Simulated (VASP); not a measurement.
# ZrB2 (P6/mmm) in VASP: single point with PBEsol

Aim: the single point of ZrB2 with PBEsol.

Everything below comes from runs of VASP 6.6.1. Logs are shortened: lines on timing, memory, paths and dates and some standing lists are left out, and cuts for length are marked.

### Step 1. The cell of the first run

It takes space group P6/mmm (No. 191, hexagonal). The conventional cell has a = 3.165 Å, b = 3.165 Å, c = 3.520 Å, α = 90.00°, β = 90.00°, γ = 120.00°. Within 3.3 Å of Zr (site symmetry 6/mmm) lie 12 B at 2.54 Å and 6 Zr at 3.16 Å. B (site symmetry -6m2) has 3 B at 1.83 Å within 2.4 Å.

### Step 2. Single point, PBEsol

INCAR

```
ALGO = Normal
EDIFF = 1E-6
ENCUT = 500
GGA = PS
GGA_COMPAT = False
ISIF = 2
ISMEAR = 0
LASPH = True
LCHARG = True
LELF = True
LREAL = False
LVHAR = True
LWAVE = False
NBANDS = 16
NELM = 120
PREC = Accurate
SIGMA = 0.1
```

KPOINTS

```
k-points
0
Gamma
  6 6 6
```

POSCAR

```
ZrB2
1.0
    3.1649998255      0.0000000000      0.0000000000
   -1.5824999128      2.7409702519      0.0000000000
    0.0000000000      0.0000000000      3.5200000000
Zr B
1 2
Direct
    0.0000000000      0.0000000000      0.0000000000
    0.3333333333      0.6666666667      0.5000000000
    0.6666666667      0.3333333333      0.5000000000
```

Potentials or basis: VASP PAW PBE potentials, release 64 (Zr_sv, B).

The run is started by

```sh
$ cat potpaw_PBE.64/Zr_sv/POTCAR potpaw_PBE.64/B/POTCAR > POTCAR
$ mpirun -np 1 vasp_std > vasp.out
```

OUTCAR:

```text
EDIFF = 1E-6
   ENCUT = 500
   GGA = PS
   ISIF = 2
   ISMEAR = 0
   LASPH = True
   LREAL = False
   NELM = 120
   PREC = Accurate

 ion  position               nearest neighbor table
   1  0.000  0.000  0.000-   2 2.54   3 2.54   2 2.54   3 2.54   3 2.54   3 2.54   2 2.54   2 2.54
                             3 2.54   3 2.54   2 2.54   2 2.54
   2  0.333  0.667  0.500-   3 1.83   3 1.83   3 1.83   1 2.54   1 2.54   1 2.54   1 2.54   1 2.54
                             1 2.54
   3  0.667  0.333  0.500-   2 1.83   2 1.83   2 1.83   1 2.54   1 2.54   1 2.54   1 2.54   1 2.54
                             1 2.54

  LATTYP: Found a hexagonal cell.
 ALAT       =     3.1649998255
 C/A-ratio  =     1.1121643583

  Lattice vectors:

 A1 = (   3.1649998255,   0.0000000000,   0.0000000000)
 A2 = (  -1.5824999128,   2.7409702519,   0.0000000000)
 A3 = (   0.0000000000,   0.0000000000,   3.5200000000)

Analysis of symmetry for initial positions (statically):
=====================================================================
 Subroutine PRICEL returns:
 Original cell was already a primitive cell.

 Routine SETGRP: Setting up the symmetry group for a
 hexagonal supercell.

 Subroutine GETGRP returns: Found 24 space group operations
 (whereof 24 operations were pure point group operations)
 out of a pool of 24 trial point group operations.

The static configuration has the point symmetry D_6h.

Analysis of symmetry for dynamics (positions and initial velocities):
=====================================================================
 Subroutine PRICEL returns:
 Original cell was already a primitive cell.

 Routine SETGRP: Setting up the symmetry group for a
 hexagonal supercell.

 Subroutine GETGRP returns: Found 24 space group operations
 (whereof 24 operations were pure point group operations)
 out of a pool of 24 trial point group operations.

The dynamic configuration has the point symmetry D_6h.

 Subroutine INISYM returns: Found 24 space group operations
 (whereof 24 operations are pure point group operations),
 and found     1 'primitive' translations

----------------------------------------------------------------------------------------

                                     Primitive cell

  volume of cell :      30.5366

  direct lattice vectors                    reciprocal lattice vectors
     3.164999825  0.000000000  0.000000000     0.315955784  0.182417157  0.000000000
    -1.582499913  2.740970252  0.000000000     0.000000000  0.364834313  0.000000000
     0.000000000  0.000000000  3.520000000     0.000000000  0.000000000  0.284090909

  length of vectors
     3.164999825  3.164999826  3.520000000     0.364834313  0.364834313  0.284090909

  position of ions in fractional coordinates (direct lattice)
     0.000000000  0.000000000  0.000000000
     0.333333333  0.666666667  0.500000000
     0.666666667  0.333333333  0.500000000

  ion indices of the primitive-cell ions
   primitive index   ion index
                 1           1
                 2           2
                 3           3

----------------------------------------------------------------------------------------

 KPOINTS: k-points

Automatic generation of k-mesh.
 Grid dimensions read from file:
 generate k-points for:    6    6    6

 Generating k-lattice:

  Cartesian coordinates                     Fractional coordinates (reciprocal lattice)
     0.052659297  0.030402859  0.000000000     0.166666667 -0.000000000  0.000000000
     0.000000000  0.060805719  0.000000000     0.000000000  0.166666667  0.000000000
     0.000000000  0.000000000  0.047348485     0.000000000  0.000000000  0.166666667

  Length of vectors
     0.060805719  0.060805719  0.047348485

  Shift w.r.t. Gamma in fractional coordinates (k-lattice)
     0.000000000  0.000000000  0.000000000

 Subroutine IBZKPT returns following result:
 ===========================================

 Found     28 irreducible k-points:

 Following reciprocal coordinates:
            Coordinates               Weight
  0.000000  0.000000  0.000000      1.000000
  0.166667 -0.000000  0.000000      6.000000
  0.333333 -0.000000  0.000000      6.000000
  0.500000 -0.000000  0.000000      3.000000
  0.166667  0.166667  0.000000      6.000000
  0.333333  0.166667  0.000000     12.000000
[... 16 lines left out ...]
  0.166667 -0.000000  0.500000      6.000000
  0.333333 -0.000000  0.500000      6.000000
 [... further k-points ...]
   k-points           NKPTS =     28   k-points in BZ     NKDIM =     28   number of bands    NBANDS=     16
   number of dos      NEDOS =    301   number of ions     NIONS =      3
   total plane-waves  NPLWV =  16128
   dimension x,y,z NGX =    24 NGY =   24 NGZ =   28
   dimension x,y,z NGXF=    48 NGYF=   48 NGZF=   56
   ions per type =               1   2
   NGX,Y,Z   is equivalent  to a cutoff of  12.61, 12.61, 13.22 a.u.
   NGXF,Y,Z  is equivalent  to a cutoff of  25.21, 25.21, 26.45 a.u.
 SYSTEM =  unknown system
   PREC   = accura    normal or accurate (medium, high low for compatibility)
   ISTART =      0    job   : 0-new  1-cont  2-samecut
   ICHARG =      2    charge: 1-file 2-atom 10-const
   ISPIN  =      1    spin polarized calculation?
   LNONCOLLINEAR =      F non collinear calculations
   LSORBIT =      F    spin-orbit coupling
   LASPH  =      T    aspherical Exc in radial PAW
   ENCUT  =  500.0 eV  36.75 Ry    6.06 a.u.   5.77  5.77  6.42*2*pi/ulx,y,z
   NELM   =    120;   NELMIN=  2; NELMDL= -5     # of ELM steps
   EDIFF  = 0.1E-05   stopping-criterion for ELM
   LREAL  =      F    real-space projection
   EDIFFG = 0.1E-04   stopping-criterion for IOM
   NSW    =      0    number of steps for IOM
   IBRION =     -1    ionic relax: 0-MD 1-quasi-New 2-CG
   NFREE  =      0    steps in history (QN), initial steepest desc. (CG)
   ISIF   =      2    stress and relaxation
   ISYM   =      2    0-nonsym 1-usesym 2-fastsym
   POTIM  = 0.5000    time-step for ionic-motion
   TEBEG  =    0.0;   TEEND  =   0.0 temperature during run
   PSTRESS=    0.0 pullay stress
   NELECT =      18.0000    total number of electrons
   NUPDOWN=      -1.0000    fix difference up-down
   EMIN   =  10.00;   EMAX   =-10.00  energy-range for DOS
   EFERMI =   0.00;   METHOD = LEGACY
   ISMEAR =     0;   SIGMA  =   0.10  broadening in eV -4-tet -1-fermi 0-gaus
   EFERMI_NEDOS =   21; number of points for ismear=-14 and -15
   IALGO  =     38    algorithm
   IMIX   =      4    mixing-type and parameters
     AMIX     =   0.40;   BMIX     =  1.00
     AMIX_MAG =   1.60;   BMIX_MAG =  1.00
  volume/ion in A,a.u.               =      10.18        68.69
  Fermi-wavevector in a.u.,A,eV,Ry     =   1.372647  2.593926 25.635539  1.884159
  Thomas-Fermi vector in A             =   2.498235
   LORBIT       =      0    0 simple, 1 ext, 2 COOP (PROOUT), +10 PAW based schemes
   GGA     = PS    functional components
   LHFCALC =     F    Hartree Fock is set to
   AEXX    =    0.0000 exact exchange contribution
   IVDW    =     0    specifies the selected vdW correction
   LEPSILON=     F    determine dielectric tensor
   LRPA    =     F    only Hartree local field effects (RPA)
 non-spin polarized calculation
 Gauss-broadening in eV      SIGMA  =   0.10
  energy-cutoff  :      500.00
  volume of cell :       30.54
 maximum number of plane-waves:       786
 NGX is ok and might be reduce to    24
   NGX = 11   NGY = 11   NGZ = 13

 number of electron      18.0000000 magnetization

 Free energy of the ion-electron system (eV)
  ---------------------------------------------------
  ext. energy  EPLUGINS =         0.00000000
  ---------------------------------------------------
  free energy    TOTEN  =       -26.34918641 eV

  energy without entropy =      -26.34431439  energy(sigma->0) =      -26.34675040

 E-fermi :  10.1157     XC(G=0): -12.5706

 val. band max:       10.0189757695   @ k =   0.1667   0.1667   0.1667
 cond. band min:      10.1598281361   @ k =   0.1667   0.1667   0.1667
 fundamental gap:      0.1408523666
 Fermi energy:        10.1156671594

 k-point     1 :       0.0000    0.0000    0.0000
  band No.  band energies     occupation
      1     -37.9692      2.00000
      2     -16.2154      2.00000
      3     -15.6199      2.00000
      4     -15.6199      2.00000
      5      -2.2294      2.00000
      6       7.8536      2.00000
[... 8 lines left out ...]
     15      15.6484      0.00000
     16      15.6484      0.00000

 k-point     2 :       0.1667   -0.0000    0.0000
  band No.  band energies     occupation
      1     -37.9394      2.00000
      2     -16.1710      2.00000
      3     -15.8767      2.00000
      4     -15.6760      2.00000
      5      -1.6844      2.00000
      6       6.4902      2.00000
[... 8 lines left out ...]
     15      17.3338      0.00000
     16      17.4695      0.00000

 k-point     3 :       0.3333   -0.0000    0.0000
  band No.  band energies     occupation
      1     -37.8792      2.00000
      2     -16.3594      2.00000
      3     -16.0808      2.00000
      4     -15.7862      2.00000
      5      -0.2506      2.00000
      6       4.1242      2.00000
[... 8 lines left out ...]
     15      18.8600      0.00000
     16      20.5596      0.00000

 k-point     4 :       0.5000   -0.0000    0.0000
  band No.  band energies     occupation
      1     -37.8487      2.00000
      2     -16.5876      2.00000
      3     -16.0350      2.00000
      4     -15.8403      2.00000
      5       1.5138      2.00000
      6       2.0424      2.00000
[... 8 lines left out ...]
     15      18.2988      0.00000
     16      20.6232      0.00000
[... 324 lines left out ...]
 k-point    22 :       0.0000    0.0000    0.5000
  band No.  band energies     occupation
      1     -37.9485      2.00000
      2     -16.5994      2.00000
      3     -15.5924      2.00000
      4     -15.5924      2.00000
      5      -0.1367      2.00000
      6       3.5165      2.00000
[... 8 lines left out ...]
     15      17.8169      0.00000
     16      21.2378      0.00000

 k-point    23 :       0.1667   -0.0000    0.5000
  band No.  band energies     occupation
      1     -37.9191      2.00000
      2     -16.5376      2.00000
      3     -15.8369      2.00000
      4     -15.6451      2.00000
      5      -0.0345      2.00000
      6       4.2986      2.00000
[... 8 lines left out ...]
     15      18.7664      0.00000
     16      20.6842      0.00000

 k-point    24 :       0.3333   -0.0000    0.5000
  band No.  band energies     occupation
      1     -37.8596      2.00000
      2     -16.4110      2.00000
      3     -16.2998      2.00000
      4     -15.7488      2.00000
      5       0.2849      2.00000
      6       4.6263      2.00000
[... 8 lines left out ...]
     15      19.0704      0.00000
     16      22.1678      0.00000

 [... further k-points ...]

------------------------ aborting loop because EDIFF is reached ----------------------------------------

  FORCE on cell =-STRESS in cart. coord.  units (eV):
  Direction    XX          YY          ZZ          XY          YZ          ZX
  --------------------------------------------------------------------------------------
  -------------------------------------------------------------------------------------
  Total       -0.2509132     -0.2509132     -0.6009407      0.0000000      0.0000000      0.0000000
  in kB      -13.1647727    -13.1647727    -31.5298204      0.0000000      0.0000000      0.0000000
  external PRESSURE =     -19.2864553 kB  Pullay stress =       0.0000000 kB

 VOLUME and BASIS-vectors are now :
 -----------------------------------------------------------------------------
  energy-cutoff  :      500.00
  volume of cell :       30.54
      direct lattice vectors                 reciprocal lattice vectors
     3.164999825  0.000000000  0.000000000     0.315955784  0.182417157  0.000000000
    -1.582499913  2.740970252  0.000000000     0.000000000  0.364834313  0.000000000
     0.000000000  0.000000000  3.520000000     0.000000000  0.000000000  0.284090909

 POSITION                                       TOTAL-FORCE (eV/Angst)
 -----------------------------------------------------------------------------------
      0.00000      0.00000      0.00000         0.000000      0.000000      0.000000
     -0.00000      1.82731      1.76000        -0.000000     -0.000000      0.000000
      1.58250      0.91366      1.76000         0.000000      0.000000      0.000000
 -----------------------------------------------------------------------------------
    total drift:                               -0.000000      0.000000      0.000000

  FREE ENERGIE OF THE ION-ELECTRON SYSTEM (eV)
  ---------------------------------------------------
  free  energy   TOTEN  =       -26.3491864100 eV

  energy  without entropy=      -26.3443143853  energy(sigma->0) =      -26.34675040
```

Wall time 10 s (1 thread of AMD EPYC 7R13 (Zen 3), shared host); peak memory 0.12 GiB.

What came out:

```yaml
Free_energy: -26.3492 eV
Pressure: -1.9 GPa
Band_gap_on_the_k_mesh: zero (bands 9 and 10 overlap by 1.07 eV)
```

Stress tensor (GPa, compression positive):
```
-1.32  0.00  0.00
 0.00 -1.32  0.00
 0.00  0.00 -3.15
```

Caveat: the k points lie up to 0.38 Å⁻¹ apart, too coarse for converged energies and pressures of a metal; the PAW data sets were made with another functional, which shifts forces and pressure a little.
